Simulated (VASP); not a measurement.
A run of VASP 6.6.1 is set up as follows.

INCAR

```
SYSTEM = RbCdCO3F
ALGO     = Normal         ! electronic algorithm
EDIFF    = 1E-6           ! SCF threshold, eV
EDIFFG   = -0.005         ! ionic threshold
ENCUT    = 600            ! plane-wave cutoff, eV
GGA      = PE             ! functional
IBRION   = 2              ! ionic algorithm
ISIF     = 3              ! what is computed and relaxed
ISMEAR   = 0              ! smearing method
LASPH    = .True.         ! aspherical terms in the spheres
LCHARG   = .False.        ! write CHGCAR
LREAL    = .False.        ! projectors in reciprocal space
LWAVE    = .False.        ! write WAVECAR
NELM     = 60             ! most SCF steps
NSW      = 100            ! ionic steps
PREC     = Accurate       ! precision mode
SIGMA    = 0.02           ! smearing width, eV
```

Contents of KPOINTS:

```
k-points
0
Gamma
  6 6 6
  0 0 0
```

File POSCAR:

```
RbCdCO3F
1.0
    5.1958175382      0.0000000000      0.0000000000
   -2.5979087691      4.4997099815      0.0000000000
    0.0000000000      0.0000000000      4.6169554150
Rb Cd C O F
1 1 1 3 1
Direct
    0.0000000000      0.0000000000      0.0000000000
    0.6666666667      0.3333333333      0.5000000000
    0.3333333333      0.6666666667      0.5000000000
    0.1896792471      0.3793584941      0.5000000000
    0.1896792471      0.8103207529      0.5000000000
    0.6206415059      0.8103207529      0.5000000000
    0.6666666667      0.3333333333      0.0000000000
```

Potentials or basis: VASP PAW PBE potentials, release 64 (Rb_sv, Cd, C, O, F).

Run with:

```bash
$ cat potpaw_PBE.64/Rb_sv/POTCAR potpaw_PBE.64/Cd/POTCAR potpaw_PBE.64/C/POTCAR potpaw_PBE.64/O/POTCAR potpaw_PBE.64/F/POTCAR > POTCAR
$ mpirun -np 1 vasp_std > vasp.out
```

Question: What does it give for the band gap on the k mesh?

Answer: 1.54 eV, indirect (the least direct gap lies 3.3 meV higher).

Question: What does it give for the relaxed cell?

Answer: a = 5.173 Å, b = 5.173 Å, c = 4.632 Å, α = 90.00°, β = 90.00°, γ = 120.00°.

Question: Predict the relaxed volume.

Answer: 15.34 Å³/atom.

Question: What does it give for the space group after relaxing (to 0.05 Å)?

Answer: P-6m2 (No. 187).

Final structure:
```
Rb Cd C O F
1.0
     5.17349    0.00000    0.00000
    -2.58675    4.48037    0.00000
     0.00000    0.00000    4.63189
Rb Cd C O F
1 1 1 3 1
Cartesian
  0.0000 0.0000 0.0000
  2.5867 1.4935 2.3159
  0.0000 2.9869 2.3159
  0.0000 1.6905 2.3159
  -1.1227 3.6351 2.3159
  1.1227 3.6351 2.3159
  2.5867 1.4935 0.0000
```

A k mesh can miss the band edges.
